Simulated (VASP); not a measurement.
# EuRu3 (Pm-3m) in VASP: a series of runs

The runs below take EuRu3 through single point, with PBE+U.

All numbers are computed with VASP 6.6.1; they aren't measurements. Logs are shortened: lines on timing, memory, paths and dates and some standing lists are left out, and cuts for length are marked.

## Step 1: The cell of the first run

The structure is cubic, space group Pm-3m (No. 221). The conventional cell has a = 4.253 Å, b = 4.253 Å, c = 4.253 Å, α = 90.00°, β = 90.00°, γ = 90.00°. Eu (site symmetry m-3m) has 12 Ru at 3.01 Å within 4.0 Å. Within 4.0 Å of Ru (site symmetry 4/mmm) lie 4 Eu at 3.01 Å and 8 Ru at 3.01 Å.

## Step 2: Single point, PBE+U, collinear spin, ferromagnetic start

INCAR

```
SYSTEM = EuRu3
  ALGO = Fast
  EDIFF = 1E-6
  ENCUT = 520
  GGA = PE
  ISIF = 2
  ISMEAR = 0
  ISPIN = 2
  LASPH = .TRUE.
  LCHARG = .TRUE.
  LDAU = .TRUE.
  LDAUJ = 0 0
  LDAUL = 3 -1
  LDAUPRINT = 1
  LDAUTYPE = 2
  LDAUU = 6 0
  LELF = .TRUE.
  LMAXMIX = 6
  LORBIT = 11
  LREAL = .FALSE.
  LVHAR = .TRUE.
  LWAVE = .FALSE.
  MAGMOM = 7 0 0 0
  NBANDS = 42
  NELM = 150
  PREC = Accurate
  SIGMA = 0.05
```

KPOINTS

```
k-points
0
G
  3 3 3
  0 0 0
```

POSCAR

```
EuRu3
1.0
    4.2530312861      0.0000000000      0.0000000000
    0.0000000000      4.2530312861      0.0000000000
    0.0000000000      0.0000000000      4.2530312861
Eu Ru
1 3
Direct
    0.0000000000      0.0000000000      0.0000000000
    0.0000000000      0.5000000000      0.5000000000
    0.5000000000      0.5000000000      0.0000000000
    0.5000000000      0.0000000000      0.5000000000
```

Potentials or basis: VASP PAW PBE potentials, release 64 (Eu, Ru_pv).

On the command line:

```
$ cat potpaw_PBE.64/Eu/POTCAR potpaw_PBE.64/Ru_pv/POTCAR > POTCAR
$ mpirun -np 1 vasp_std > vasp.out
```

OUTCAR:

```text
SYSTEM = EuRu3
   EDIFF = 1E-6
   ENCUT = 520
   GGA = PE
   ISIF = 2
   ISMEAR = 0
   ISPIN = 2
   LASPH = .TRUE.
   LORBIT = 11
   LREAL = .FALSE.
   NELM = 150
   PREC = Accurate

 ion  position               nearest neighbor table
   1  0.000  0.000  0.000-   2 3.01   3 3.01   4 3.01   2 3.01   4 3.01   2 3.01   3 3.01   2 3.01
                             3 3.01   4 3.01   4 3.01   3 3.01
   2  0.000  0.500  0.500-   1 3.01   3 3.01   4 3.01   1 3.01   3 3.01   1 3.01   4 3.01   1 3.01
                             3 3.01   4 3.01   3 3.01   4 3.01
   3  0.500  0.500  0.000-   1 3.01   2 3.01   4 3.01   2 3.01   4 3.01   1 3.01   4 3.01   4 3.01
                             1 3.01   2 3.01   2 3.01   1 3.01
   4  0.500  0.000  0.500-   1 3.01   2 3.01   3 3.01   1 3.01   3 3.01   2 3.01   3 3.01   3 3.01
                             1 3.01   2 3.01   1 3.01   2 3.01

  LATTYP: Found a simple cubic cell.
 ALAT       =     4.2530312861

  Lattice vectors:

 A1 = (   4.2530312861,   0.0000000000,   0.0000000000)
 A2 = (   0.0000000000,   4.2530312861,   0.0000000000)
 A3 = (   0.0000000000,   0.0000000000,   4.2530312861)

Analysis of symmetry for initial positions (statically):
=====================================================================
 Subroutine PRICEL returns:
 Original cell was already a primitive cell.

 Routine SETGRP: Setting up the symmetry group for a
 simple cubic supercell.

 Subroutine GETGRP returns: Found 48 space group operations
 (whereof 48 operations were pure point group operations)
 out of a pool of 48 trial point group operations.

The static configuration has the point symmetry O_h .

Analysis of symmetry for dynamics (positions and initial velocities):
=====================================================================
 Subroutine PRICEL returns:
 Original cell was already a primitive cell.

 Routine SETGRP: Setting up the symmetry group for a
 simple cubic supercell.

 Subroutine GETGRP returns: Found 48 space group operations
 (whereof 48 operations were pure point group operations)
 out of a pool of 48 trial point group operations.

The dynamic configuration has the point symmetry O_h .

Analysis of structural, dynamic, and magnetic symmetry:
=====================================================================
 Subroutine PRICEL returns:
 Original cell was already a primitive cell.

 Routine SETGRP: Setting up the symmetry group for a
 simple cubic supercell.

 Subroutine GETGRP returns: Found 48 space group operations
 (whereof 48 operations were pure point group operations)
 out of a pool of 48 trial point group operations.

The overall configuration has the point symmetry O_h .

 Subroutine INISYM returns: Found 48 space group operations
 (whereof 48 operations are pure point group operations),
 and found     1 'primitive' translations

----------------------------------------------------------------------------------------

                                     Primitive cell

  volume of cell :      76.9300

  direct lattice vectors                    reciprocal lattice vectors
     4.253031286  0.000000000  0.000000000     0.235126415  0.000000000  0.000000000
     0.000000000  4.253031286  0.000000000     0.000000000  0.235126415  0.000000000
     0.000000000  0.000000000  4.253031286     0.000000000  0.000000000  0.235126415

  length of vectors
     4.253031286  4.253031286  4.253031286     0.235126415  0.235126415  0.235126415

  position of ions in fractional coordinates (direct lattice)
     0.000000000  0.000000000  0.000000000
     0.000000000  0.500000000  0.500000000
     0.500000000  0.500000000  0.000000000
     0.500000000  0.000000000  0.500000000

  ion indices of the primitive-cell ions
   primitive index   ion index
[... 77 lines left out ...]
  Fermi-wavevector in a.u.,A,eV,Ry     =   1.498512  2.831777 30.552407  2.245539
  Thomas-Fermi vector in A             =   2.610262
   LORBIT       =     11    0 simple, 1 ext, 2 COOP (PROOUT), +10 PAW based schemes
 LDA+U is selected, type is set to LDAUTYPE =  2
[... 31 lines left out ...]
  o =  0.9875  v = -0.0000 -1.0000 -0.0000  0.0000  0.0000  0.0000 -0.0000  0.0000  0.0000  0.0000  0.0000  0.0000  0.0000  0.0000      0.0000  0.0000  0.0000  0.0000  0.0000  0.0000  0.0000  0.0000  0.0000  0.0000  0.0000  0.0000  0.0000  0.0000

 number of electron      58.9999987 magnetization       2.6332954

 Free energy of the ion-electron system (eV)
  ---------------------------------------------------
  ext. energy  EPLUGINS =         0.00000000
  ---------------------------------------------------
  free energy    TOTEN  =       -34.77497415 eV

  energy without entropy =      -34.76917424  energy(sigma->0) =      -34.77207420

 E-fermi :   7.1296     XC(G=0): -12.1340

 val. band max:        7.1144867759   @ k =   0.3333   0.3333   0.0000
 cond. band min:       7.2260287223   @ k =   0.3333   0.0000   0.0000
 fundamental gap:      0.1115419463
 Fermi energy:         7.1295607794

 spin component 1

 k-point     1 :       0.0000    0.0000    0.0000
  band No.  band energies     occupation
      1     -34.6667      1.00000
      2     -34.6667      1.00000
      3     -34.6667      1.00000
      4     -34.5097      1.00000
      5     -34.5097      1.00000
      6     -34.5097      1.00000
[... 165 lines left out ...]
     40      13.2037      0.00000
     41      28.4263      0.00000
 Fermi energy:         7.1295607794

 spin component 2

 k-point     1 :       0.0000    0.0000    0.0000
  band No.  band energies     occupation
      1     -35.6964      1.00000
      2     -35.6964      1.00000
      3     -35.6964      1.00000
      4     -35.5339      1.00000
      5     -35.5339      1.00000
      6     -35.5339      1.00000
[... 165 lines left out ...]
     40      15.7182      0.00000
     41      15.7182      0.00000
 [bands above 41 left out]

------------------------ aborting loop because EDIFF is reached ----------------------------------------

  FORCE on cell =-STRESS in cart. coord.  units (eV):
  Direction    XX          YY          ZZ          XY          YZ          ZX
  --------------------------------------------------------------------------------------
  -------------------------------------------------------------------------------------
  Total       -4.9719398     -4.9719398     -4.9719398      0.0000000      0.0000000     -0.0000000
  in kB     -103.5477615   -103.5477615   -103.5477615      0.0000000      0.0000000     -0.0000000
  external PRESSURE =    -103.5477615 kB  Pullay stress =       0.0000000 kB

 VOLUME and BASIS-vectors are now :
 -----------------------------------------------------------------------------
  energy-cutoff  :      520.00
  volume of cell :       76.93
      direct lattice vectors                 reciprocal lattice vectors
     4.253031286  0.000000000  0.000000000     0.235126415  0.000000000  0.000000000
     0.000000000  4.253031286  0.000000000     0.000000000  0.235126415  0.000000000
     0.000000000  0.000000000  4.253031286     0.000000000  0.000000000  0.235126415

 POSITION                                       TOTAL-FORCE (eV/Angst)
 -----------------------------------------------------------------------------------
      0.00000      0.00000      0.00000         0.000000      0.000000      0.000000
      0.00000      2.12652      2.12652         0.000000      0.000000      0.000000
      2.12652      2.12652      0.00000         0.000000      0.000000      0.000000
      2.12652      0.00000      2.12652         0.000000      0.000000      0.000000
 -----------------------------------------------------------------------------------
    total drift:                                0.000000     -0.000000     -0.000000

  FREE ENERGIE OF THE ION-ELECTRON SYSTEM (eV)
  ---------------------------------------------------
  free  energy   TOTEN  =       -34.7749741477 eV

  energy  without entropy=      -34.7691742431  energy(sigma->0) =      -34.77207420

 total charge

# of ion       s       p       d       f       tot
--------------------------------------------------
    1        2.075   5.751   0.550   6.572  14.948
    2        0.329   6.119   5.947   0.000  12.395
    3        0.329   6.119   5.947   0.000  12.395
    4        0.329   6.119   5.947   0.000  12.395
--------------------------------------------------
tot          3.061  24.107  18.392   6.572  52.133

 magnetization (x)

# of ion       s       p       d       f       tot
--------------------------------------------------
    1        0.001  -0.102   0.093   6.519   6.511
    2       -0.001   0.001  -1.344   0.000  -1.345
    3       -0.001   0.001  -1.344   0.000  -1.345
    4       -0.001   0.001  -1.344   0.000  -1.345
--------------------------------------------------
tot         -0.003  -0.100  -3.940   6.519   2.476
```

It took 6.1 min on 1 thread of Intel Xeon Platinum 8259CL at 2.50GHz (Skylake/Cascade Lake), shared host; peak memory 0.23 GiB.

Results:

```
Free energy                                           : -34.7750 eV
Pressure                                              : -10.4 GPa
Net moment                                            : 2.63 μB per cell
Site moments                                          : Eu +6.51; Ru -1.34 μB
Valence electrons inside the program's atomic spheres : Eu 14.95; Ru 12.39
```

Eigenvalues of the final occupation matrices:
```
    site  spin  trace                         eigenvalues
site 1 f     1   6.55  0.89 0.89 0.89 0.97 0.97 0.97 0.99
site 1 f     2   0.03  0.00 0.00 0.00 0.00 0.00 0.00 0.00
```

Caveat: the k points lie up to 0.49 Å⁻¹ apart; spin-orbit coupling is left out, which moves the levels of the heavy elements. The state reached can hang on the start; a lower one may exist.

## Step 3: Single point, PBE+U, collinear spin, ferrimagnetic start

This run uses another cell than the first one, of 17.03 Å³/atom, 0.886 times its volume.

INCAR

```
PREC = Accurate
ENCUT = 520
EDIFF = 1E-6
ISMEAR = 0
SIGMA = 0.05
LREAL = False
LASPH = True
NELM = 150
ALGO = Normal
ISIF = 2
LWAVE = False
LCHARG = False
ISPIN = 2
MAGMOM = 7.26 -0.75 -0.75 -0.75
LORBIT = 11
LMAXMIX = 6
LDAU = True
LDAUTYPE = 2
LDAUL = 3 -1
LDAUU = 6 0
LDAUJ = 0 0
LDAUPRINT = 1
GGA = PE
NBANDS = 42
```

KPOINTS

```
Automatic mesh
0
Gamma
  4 4 4
```

POSCAR

```
EuRu3
1.0
    4.0843113073      0.0000000000      0.0000000000
    0.0000000000      4.0843113073      0.0000000000
    0.0000000000      0.0000000000      4.0843113073
Eu Ru
1 3
Direct
    0.0000000000      0.0000000000      0.0000000000
    0.0000000000      0.5000000000      0.5000000000
    0.5000000000      0.5000000000      0.0000000000
    0.5000000000      0.0000000000      0.5000000000
```

Potentials or basis: VASP PAW PBE potentials, release 64 (Eu, Ru_pv).

On the command line:

```
$ cat potpaw_PBE.64/Eu/POTCAR potpaw_PBE.64/Ru_pv/POTCAR > POTCAR
$ mpirun -np 1 vasp_std > vasp.out
```

It took 1.9 min on 1 thread of Intel Xeon Platinum 8259CL at 2.50GHz (Skylake/Cascade Lake), shared host; peak memory 0.22 GiB.

It converged, with:

- Free energy: -35.3350 eV
- Pressure: 0.1 GPa
- Net moment: 4.70 μB per cell
- Site moments: Eu +6.46; Ru -0.67 μB
- Valence electrons inside the program's atomic spheres: Eu 15.08; Ru 12.53

Levels at points of the mesh, in eV from the Fermi level:
Spin up:
```csv
k point,band 29,band 30,band 31,band 32,band 33,band 34,band 35,band 36
"(0.00, 0.00, 0.00)",-0.81,-0.81,0.93,0.93,1.72,2.08,2.08,2.08
"(0.50, 0.00, 0.00)",-1.02,-1.02,-0.12,0.07,0.43,0.45,0.45,1.24
"(0.50, 0.50, 0.00)",-0.94,-0.94,-0.94,-0.50,0.02,0.11,0.11,0.27
"(0.50, 0.50, 0.50)",-0.75,-0.75,-0.29,-0.29,1.15,1.73,1.73,1.73
```
Spin down:
| k point | band 23 | band 24 | band 25 | band 26 | band 27 | band 28 | band 29 | band 30 | band 31 | band 32 |
| --- | --- | --- | --- | --- | --- | --- | --- | --- | --- | --- |
| (0.00, 0.00, 0.00) | -1.18 | 0.23 | 0.23 | 1.20 | 1.71 | 1.71 | 1.71 | 4.58 | 4.58 | 4.58 |
| (0.50, 0.00, 0.00) | -1.85 | -0.68 | -0.48 | -0.37 | -0.36 | -0.36 | 0.43 | 1.72 | 3.91 | 3.91 |
| (0.50, 0.50, 0.00) | -1.46 | -1.43 | -0.94 | -0.82 | -0.82 | -0.32 | -0.07 | 0.35 | 3.95 | 3.95 |
| (0.50, 0.50, 0.50) | -1.32 | -0.71 | -0.71 | 0.86 | 1.31 | 1.31 | 1.31 | 3.58 | 3.58 | 3.58 |

Eigenvalues of the final occupation matrices:
```
    site  spin  trace                         eigenvalues
site 1 f     1   6.49  0.86 0.86 0.86 0.98 0.98 0.98 0.99
site 1 f     2   0.04  0.00 0.00 0.00 0.01 0.01 0.01 0.01
```

Caveat: the k points lie up to 0.38 Å⁻¹ apart; spin-orbit coupling is left out, which moves the levels of the heavy elements. The state reached can hang on the start; a lower one may exist.

## Step 4: Single point, PBE+U, collinear spin, ferrimagnetic start

This run uses another cell than the first one, of 17.10 Å³/atom, 0.889 times its volume.

INCAR

```
SYSTEM = EuRu3
PREC = Accurate
ENCUT = 520
EDIFF = 1E-7
ISMEAR = 0
SIGMA = 0.05
LREAL = .FALSE.
LASPH = .TRUE.
NELM = 150
ALGO = Normal
ISIF = 2
LWAVE = .FALSE.
LCHARG = .FALSE.
ISPIN = 2
MAGMOM = 7.26 -0.75 -0.75 -0.75
LORBIT = 11
LMAXMIX = 6
LDAU = .TRUE.
LDAUTYPE = 2
LDAUL = 3 -1
LDAUU = 6 0
LDAUJ = 0 0
LDAUPRINT = 1
GGA = PE
NBANDS = 42
```

KPOINTS

```
regular mesh
0
G
  4 4 4
  0 0 0
```

POSCAR

```
EuRu3
1.0
    4.0900122293      0.0000000000      0.0000000000
    0.0000000000      4.0900122293      0.0000000000
    0.0000000000      0.0000000000      4.0900122293
Eu Ru
1 3
Direct
    0.0000000000      0.0000000000      0.0000000000
    0.0000000000      0.5000000000      0.5000000000
    0.5000000000      0.5000000000      0.0000000000
    0.5000000000      0.0000000000      0.5000000000
```

On the command line:

```
$ cat potpaw_PBE.64/Eu/POTCAR potpaw_PBE.64/Ru_pv/POTCAR > POTCAR
$ mpirun -np 1 vasp_std > vasp.out
```

Wall time 2.3 min (1 thread of Intel Xeon Platinum 8259CL at 2.50GHz (Skylake/Cascade Lake), shared host); peak memory 0.22 GiB.

It converged, with:

```yaml
Free_energy: -35.3348 eV
Pressure: -0.5 GPa
Net_moment: 4.69 μB per cell
Site_moments: Eu +6.46; Ru -0.67 μB
Valence_electrons_inside_the_program's_atomic_spheres: Eu 15.07; Ru 12.52
```

Levels at points of the mesh, in eV from the Fermi level:
Spin up:
```csv
k point,band 29,band 30,band 31,band 32,band 33,band 34,band 35,band 36
"(0.00, 0.00, 0.00)",-0.80,-0.80,0.93,0.93,1.71,2.07,2.07,2.07
"(0.50, 0.00, 0.00)",-1.01,-1.01,-0.12,0.07,0.43,0.44,0.44,1.23
"(0.50, 0.50, 0.00)",-0.94,-0.94,-0.94,-0.49,0.02,0.11,0.11,0.27
"(0.50, 0.50, 0.50)",-0.74,-0.74,-0.28,-0.28,1.15,1.72,1.72,1.72
```
Spin down:
```csv
k point,band 25,band 26,band 27,band 28,band 29,band 30
"(0.00, 0.00, 0.00)",0.22,1.19,1.70,1.70,1.70,4.56
"(0.50, 0.00, 0.00)",-0.48,-0.38,-0.36,-0.36,0.43,1.70
"(0.50, 0.50, 0.00)",-0.94,-0.82,-0.82,-0.32,-0.07,0.35
"(0.50, 0.50, 0.50)",-0.70,0.86,1.29,1.29,1.29,3.56
```

Eigenvalues of the final occupation matrices:
```tsv
site	spin	trace	eigenvalues
site 1 f	1	6.49	0.86 0.86 0.86 0.98 0.98 0.98 0.99
site 1 f	2	0.04	0.00 0.00 0.00 0.01 0.01 0.01 0.01
```

Caveat: the k points lie up to 0.38 Å⁻¹ apart; spin-orbit coupling is left out, which moves the levels of the heavy elements. The state reached can hang on the start; a lower one may exist.

## Step 5: Single point, PBE+U, collinear spin, ferromagnetic start

INCAR

```
ALGO = Normal
EDIFF = 1E-6
ENCUT = 520
GGA = PE
ISIF = 2
ISMEAR = 0
ISPIN = 2
LASPH = T
LCHARG = T
LDAU = T
LDAUJ = 0 0
LDAUL = 3 -1
LDAUPRINT = 1
LDAUTYPE = 2
LDAUU = 6 0
LELF = T
LMAXMIX = 6
LORBIT = 11
LREAL = F
LVHAR = T
LWAVE = F
MAGMOM = 7 0 0 0
NBANDS = 42
NELM = 150
PREC = Accurate
SIGMA = 0.05
```

KPOINTS

```
k-points
0
Gamma
  4 4 4
```

POSCAR

```
EuRu3
1.0
    4.2530312861      0.0000000000      0.0000000000
    0.0000000000      4.2530312861      0.0000000000
    0.0000000000      0.0000000000      4.2530312861
Eu Ru
1 3
Direct
    0.0000000000      0.0000000000      0.0000000000
    0.0000000000      0.5000000000      0.5000000000
    0.5000000000      0.5000000000      0.0000000000
    0.5000000000      0.0000000000      0.5000000000
```

On the command line:

```
$ cat potpaw_PBE.64/Eu/POTCAR potpaw_PBE.64/Ru_pv/POTCAR > POTCAR
$ mpirun -np 1 vasp_std > vasp.out
```

Run time: 1.8 min. Hardware: 1 thread of Intel Xeon Platinum 8259CL at 2.50GHz (Skylake/Cascade Lake), shared host; peak memory 0.24 GiB.

The run converged. Its results:

- Free energy: -34.9425 eV
- Pressure: -12.7 GPa
- Net moment: 4.18 μB per cell
- Site moments: Eu +6.50; Ru -0.85 μB
- Valence electrons inside the program's atomic spheres: Eu 14.94; Ru 12.39

Levels at points of the mesh, in eV from the Fermi level:
Spin up:
```csv
k point,band 29,band 30,band 31,band 32,band 33,band 34,band 35,band 36
"(0.00, 0.00, 0.00)",-0.59,-0.59,0.87,0.87,1.51,1.78,1.78,1.78
"(0.50, 0.00, 0.00)",-0.89,-0.89,0.00,0.00,0.38,0.38,0.42,1.11
"(0.50, 0.50, 0.00)",-0.87,-0.85,-0.85,-0.31,0.13,0.13,0.18,0.30
"(0.50, 0.50, 0.50)",-0.50,-0.50,-0.14,-0.14,1.12,1.50,1.50,1.50
```
Spin down:
| k point | band 25 | band 26 | band 27 | band 28 | band 29 | band 30 | band 31 | band 32 |
| --- | --- | --- | --- | --- | --- | --- | --- | --- |
| (0.00, 0.00, 0.00) | 0.02 | 0.84 | 1.27 | 1.27 | 1.27 | 4.06 | 4.06 | 4.06 |
| (0.50, 0.00, 0.00) | -0.60 | -0.53 | -0.43 | -0.43 | 0.19 | 1.27 | 3.67 | 3.67 |
| (0.50, 0.50, 0.00) | -0.90 | -0.87 | -0.87 | -0.37 | -0.17 | 0.42 | 3.17 | 3.17 |
| (0.50, 0.50, 0.50) | -0.67 | 0.84 | 0.93 | 0.93 | 0.93 | 3.01 | 3.01 | 3.01 |

Eigenvalues of the final occupation matrices:
```csv
site,spin,trace,eigenvalues
site 1 f,1,6.54,0.88 0.88 0.88 0.98 0.98 0.98 0.98
site 1 f,2,0.03,0.00 0.00 0.00 0.00 0.00 0.00 0.00
```

Caveat: the k points lie up to 0.37 Å⁻¹ apart; spin-orbit coupling is left out, which moves the levels of the heavy elements. The state reached can hang on the start; a lower one may exist.

## Step 6: Overview

| spin | cell | k mesh | gap on the mesh (eV) | pressure (GPa) | moment (μB) |
| --- | --- | --- | --- | --- | --- |
| collinear, ferromagnetic start | a = 4.253 Å, 4 atoms | 3 × 3 × 3 | none | -10.4 | 2.63 |
| collinear, ferrimagnetic start | a = 4.084 Å, 4 atoms | 4 × 4 × 4 | none | 0.1 | 4.70 |
| collinear, ferrimagnetic start | a = 4.090 Å, 4 atoms | 4 × 4 × 4 | none | -0.5 | 4.69 |
| collinear, ferromagnetic start | a = 4.253 Å, 4 atoms | 4 × 4 × 4 | none | -12.7 | 4.18 |

Alike in all rows: task single point; level PBE+U; potentials or basis VASP PAW PBE potentials, release 64 (Eu, Ru_pv); Eu f U = 6.0 eV; cutoff (eV) 520; smearing gaussian 0.05 eV.

Caveats: all runs use coarse meshes; spin-orbit coupling is left out, which moves the levels of the heavy elements.

Absolute energies hang on the potentials; compare differences alone.
